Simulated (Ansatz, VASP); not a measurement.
**Sb: VASP beside Ansatz**

```xyz
4
Lattice="3.2979 0.0000 0.0000 -1.6490 2.8561 0.0000 0.0000 0.0000 11.1864" Properties=species:S:1:pos:R:3 pbc="T T T"
Sb    1.6490    2.8561   11.1864
Sb    1.6490    2.8561    5.5932
Sb    0.0000    1.9041    2.7966
Sb    1.6490    0.9520    8.3898
```

Alike in both runs: task single point; functional PBE; k mesh 14 × 14 × 4; occupations fermi-dirac, width 0.1 eV; no spin polarisation.

|  | VASP | Ansatz |
| --- | --- | --- |
| version | VASP 6.6.1 | Ansatz 0.2.0 |
| potentials or method | VASP PAW PBE potentials, release 64 (Sb), cutoff 520 eV | plane waves (420 eV) with PAW, scalar-relativistic |
| valence electrons in the cell | 20 | 60 |

Ansatz gave:

```
pressure (GPa)                                                : 2.7
traceless stress, the component that is largest in VASP (GPa) : -0.34
```

**Question.** What did VASP give for the same quantities?

**Answer.** Pressure (GPa): 2.5; traceless stress, the component that is largest in VASP (GPa): -0.35.

VASP's potentials hold 20 valence electrons a cell and Ansatz's 60, so a difference there can come from the potentials and not from the codes.

Spin-orbit coupling is off throughout.
